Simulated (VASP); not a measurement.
Here is a VASP 6.6.1 calculation.

The input INCAR:

```
SYSTEM = Bi2Te3
PREC = Accurate
ENCUT = 520
EDIFF = 1E-6
ISMEAR = 0
SIGMA = 0.02
LREAL = .FALSE.
LASPH = .TRUE.
NELM = 60
ALGO = Normal
ISIF = 2
LWAVE = .FALSE.
LCHARG = .FALSE.
LDIPOL = .TRUE.
IDIPOL = 3
DIPOL = 0.5 0.5 0.500
GGA = PE
IVDW = 12
IBRION = 2
NSW = 60
EDIFFG = -0.01
KPAR = 4
```

The input KPOINTS:

```
Automatic mesh
0
G
  6 6 1
  0 0 0
```

File POSCAR:

```
Bi2Te3
1.0
    4.5237281585      0.0000000000      0.0000000000
   -2.2618640793      3.9176635050      0.0000000000
    0.0000000000      0.0000000000     41.0301608556
Te Bi
3 2
Direct
    0.0000000000      0.0000000000      0.4076965287
    0.6666666667      0.3333333333      0.5000000000
    0.3333333333      0.6666666667      0.5923034713
    0.3333333333      0.6666666667      0.4501853782
    0.0000000000      0.0000000000      0.5498146218
```

Potentials or basis: VASP PAW PBE potentials, release 64 (Te, Bi_d).

Command:

```bash
$ cat potpaw_PBE.64/Te/POTCAR potpaw_PBE.64/Bi_d/POTCAR > POTCAR
$ mpirun -np 4 vasp_std > vasp.out
```

(1) Estimate the energy gained by relaxing.

(2) Predict the dispersion energy per atom.

(3) Predict the band gap on the k mesh.

Results:

(1) 11.9 meV/atom.

(2) -0.338 eV.

(3) 0.73 eV (least direct gap 1.13 eV).

Caveat: the cell differs from its parent crystal (biaxial strain +0.040); spin-orbit coupling is left out, which moves the levels of the heavy elements.
